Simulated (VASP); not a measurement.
A run of VASP 6.6.1:

File INCAR:

```
SYSTEM = CdGeAs2
PREC = Accurate
ENCUT = 520
EDIFF = 1E-7
ISMEAR = 0
SIGMA = 0.1
LREAL = .False.
LASPH = .True.
NELM = 80
ALGO = Normal
ISIF = 2
LWAVE = .False.
LCHARG = .False.
GGA = PE
NBANDS = 46
```

The input KPOINTS:

```
regular mesh
0
Gamma
  4 4 4
  0 0 0
```

The input POSCAR:

```
CdGeAs2
1.0
   -2.9888745628      2.9888745628      5.6642966801
    2.9888745628     -2.9888745628      5.6642966801
    2.9888745628      2.9888745628     -5.6642966801
Cd Ge As
2 2 4
Direct
    0.2500000000      0.7500000000      0.5000000000
    0.5000000000      0.5000000000      0.0000000000
    0.0000000000      0.0000000000      0.0000000000
    0.7500000000      0.2500000000      0.5000000000
    0.8750000000      0.3462175700      0.9712175700
    0.6537824300      0.6250000000      0.5287824300
    0.3750000000      0.9037824300      0.0287824300
    0.0962175700      0.1250000000      0.4712175700
```

Potentials or basis: VASP PAW PBE potentials, release 64 (Cd, Ge_d, As).

Command:

```bash
$ cat potpaw_PBE.64/Cd/POTCAR potpaw_PBE.64/Ge_d/POTCAR potpaw_PBE.64/As/POTCAR > POTCAR
$ mpirun -np 1 vasp_std > vasp.out
```

Hardware: 1 thread of Intel(R) Xeon(R) Platinum 8259CL CPU @ 2.50GHz (Skylake/Cascade Lake) (shared host).

Problem. How long does it take, and how much memory?

Solution. It took 3.4 min on 1 thread of Intel(R) Xeon(R) Platinum 8259CL CPU @ 2.50GHz (Skylake/Cascade Lake), on a shared host, peak memory 0.45 GiB. Counts: scf iterations 16, k points 13.
